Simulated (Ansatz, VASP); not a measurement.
## Ir in VASP and in Ansatz

Contents of INCAR:

```
PREC = Accurate ; ENCUT = 560
EDIFF = 1E-6 ; ISMEAR = -1
SIGMA = 0.1 ; LREAL = False
LASPH = True ; NELM = 120
ALGO = Normal ; ISIF = 2
LWAVE = False ; LCHARG = False
NBANDS = 14 ; GGA_COMPAT = False
```

KPOINTS

```
Automatic mesh
0
Gamma
  14 14 14
```

POSCAR

```
Ir
1.0
    2.5280435852      0.0000000000      0.0000000000
    0.0000000000      2.5280435852      0.0000000000
    0.0000000000      0.0000000000      2.5280435852
Ir
1
Direct
    0.0000000000      0.0000000000      0.0000000000
```

Input for Ansatz:

```yaml
crystal:
  lattice:
    - [2.5280435852, 0.0, 0.0]
    - [0.0, 2.5280435852, 0.0]
    - [0.0, 0.0, 2.5280435852]
  atoms:
    - { symbol: Ir, position: [0.0, 0.0, 0.0] }
hamiltonian:
  xc: lda
  pseudopotentials:
    kind: paw
    azcp:
      Ir: "pseudopotentials/Ir.paw.azcp"
basis:
  ecutwfc: 420
  fft_grid_basis: typed
kpoints:
  mp_grid: { grid: [14, 14, 14], shift: [0, 0, 0] }
magnetization:
  spin_polarized: false
scf:
  occupations: { method: fermi_dirac, width: 0.1 }
  lower_state_search: "off"
output:
  stress: true
```

Alike in both runs: task single point; functional LDA; k mesh 14 × 14 × 14; occupations fermi-dirac, width 0.1 eV; no spin polarisation.

|  | VASP | Ansatz |
| --- | --- | --- |
| version | VASP 6.6.1 | Ansatz 0.2.0 |
| potentials or method | VASP PAW LDA potentials, release 64 (Ir_sv_GW), cutoff 560 eV | plane waves (420 eV) with PAW, scalar-relativistic |
| valence electrons in the cell | 17 | 17 |

```csv
,VASP,Ansatz,Ansatz less VASP
pressure (GPa),-1.1,-0.5,+0.53
```

Ansatz warns that its potentials were made for another functional, while VASP's fit it. LDA's correlation is that of Perdew and Zunger in VASP and of Perdew and Wang (1992) in Ansatz.

Spin-orbit coupling is off throughout.
